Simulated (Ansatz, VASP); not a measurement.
# One calculation of As, two programs

```
As
1.0
     3.67000    0.00000    0.00000
    -1.83500    3.17831    0.00000
     0.00000    0.00000   28.00000
As
2
Cartesian
  0.0000 2.1189 15.0430
  1.8350 1.0594 12.9570
```

Alike in both runs: task single point; functional PBE; k mesh 9 × 9 × 1; occupations gaussian, width 0.02 eV; no spin polarisation.

|  | VASP | Ansatz |
| --- | --- | --- |
| version | VASP 6.6.1 | Ansatz 0.2.0 |
| potentials or method | VASP PAW PBE potentials, release 64 (As), cutoff 520 eV | scalar-relativistic, plane waves, PAW |
| valence electrons in the cell | 10 | 30 |

|  | VASP | Ansatz | Ansatz less VASP |
| --- | --- | --- | --- |
| gap on the k mesh at the Fermi level (eV) | none | none | - |
| rms of the force components (eV/Å) | 2.123 | 2.122 | -0.0003 |

Atom by atom the forces differ by 0.000 eV/Å (rms over components). A gap of «none» marks a metal or a gap that the smearing closes. VASP's potentials hold 10 valence electrons a cell and Ansatz's 30, so a difference there can come from the potentials and not from the codes. Ansatz's warnings: xc potential rough in thin density.
